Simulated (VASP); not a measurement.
# Al2Cl2F: relaxation of cell and atoms with PBE

Al2Cl2F:

```
CELL_PARAMETERS angstrom
4.58461 0.00000 0.00000
0.00000 4.58461 0.00000
0.00000 0.00000 4.74754
ATOMIC_POSITIONS crystal
Al 0.00000 0.50000 0.50000
Al 0.50000 0.00000 0.50000
Cl 0.00000 0.50000 0.00000
Cl 0.50000 0.00000 0.00000
F 0.00000 0.00000 0.50000
```

```
Program                : VASP 6.6.1
Task                   : relaxation of cell and atoms
Functional             : PBE
Potentials or basis    : VASP PAW PBE potentials, release 64 (Al, Cl, F)
Cutoff                 : 600 eV
k mesh                 : 8 × 8 × 8
Occupations            : gaussian, width 0.1 eV
Spin                   : no spin polarisation
Dipole correction      : no
Further INCAR settings : ALGO = Normal; EDIFF = 1e-07; IBRION = 2; EDIFFG = -0.01; NSW = 100; ISIF = 3
```

```json
{
  "Relaxed volume": "19.92 Å³/atom",
  "Relaxed cell": "a = 4.584 Å, b = 4.584 Å, c = 4.740 Å, α = 90.00°, β = 90.00°, γ = 90.00°",
  "Space group after relaxing (to 0.05 Å)": "P4/mmm (No. 123)",
  "Energy gained by relaxing": "0.0 meV/atom",
  "Ionic steps": "3",
  "Pressure after relaxing": "0.0 GPa"
}
```

Step by step:
```
step  energy change (eV)  largest force (eV/Å)  pressure (GPa)  volume (Å³)
   1              0.0000                0.0000           -0.16        99.79
   2             -0.0002                0.0000            0.03        99.50
   3             -0.0002                0.0000           -0.02        99.58
```

Final structure:
```
CELL_PARAMETERS angstrom
4.58359 0.00000 0.00000
0.00000 4.58359 0.00000
0.00000 0.00000 4.73977
ATOMIC_POSITIONS crystal
Al 0.00000 0.50000 0.50000
Al 0.50000 0.00000 0.50000
Cl 0.00000 0.50000 0.00000
Cl 0.50000 0.00000 0.00000
F 0.00000 0.00000 0.50000
```

Levels at points of the mesh, in eV from the Fermi level:
```
           k point  band 9  band 10  band 11  band 12  band 13  band 14  band 15  band 16  band 17
(0.00, 0.00, 0.00)   -4.34    -4.34    -4.27    -2.33    -2.33    -0.08     3.02     3.02     4.64
(0.50, 0.00, 0.00)   -4.00    -3.87    -3.72    -3.36    -2.27    -1.57     2.76     3.75     5.44
(0.50, 0.50, 0.00)   -5.49    -5.12    -2.06    -2.05    -0.78    -0.78    -0.27     2.72     4.26
(0.00, 0.00, 0.50)   -4.46    -4.46    -2.31    -2.31    -0.77     1.69     1.69     3.27     3.36
(0.50, 0.00, 0.50)   -3.73    -3.53    -3.53    -3.35    -0.54     0.49     1.55     3.98     4.54
(0.50, 0.50, 0.50)   -5.07    -4.18    -2.01    -2.00    -1.89     1.05     1.91     1.91     4.27
```

Wall time 3 min on 1 thread of AMD EPYC 9R45 96-Core Processor (Zen 5) (shared host), peak memory 0.31 GiB.

Caveat: an odd number of electrons without spin polarisation forces a metal; a magnetic or distorted state may lie lower.
